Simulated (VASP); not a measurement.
A run of VASP 6.6.1 is set up as follows.

File INCAR:

```
ALGO = Normal
EDIFF = 1E-6
EDIFFG = -0.03
ENCUT = 600
GGA = PS
IBRION = 2
ISIF = 3
ISMEAR = -1
LASPH = T
LCHARG = F
LREAL = F
LWAVE = F
NELM = 80
NSW = 60
PREC = Accurate
SIGMA = 0.1
```

Contents of KPOINTS:

```
k-points
0
Gamma
  6 6 6
```

Contents of POSCAR:

```
Bi
1.0
    0.0000000000      3.5700000000      3.5700000000
    3.5700000000      0.0000000000      3.5700000000
    3.5700000000      3.5700000000      0.0000000000
Bi
2
Direct
    0.0000000000      0.0000000000      0.0000000000
    0.2500000000      0.2500000000      0.2500000000
```

Potentials or basis: VASP PAW PBE potentials, release 64 (Bi_d).

Run with:

```console
$ cat potpaw_PBE.64/Bi_d/POTCAR > POTCAR
$ mpirun -np 1 vasp_std > vasp.out
```

(1) Estimate the space group after relaxing (to 0.05 Å).

(2) Estimate the relaxed volume.

(3) What does it give for the relaxed cell?

Answers

(1) Fd-3m (No. 227).

(2) 46.05 Å³/atom.

(3) a = 5.069 Å, b = 5.069 Å, c = 5.069 Å, α = 60.00°, β = 60.00°, γ = 60.00°.

Caveat: the PAW data sets were made with another functional, which shifts forces and pressure a little.
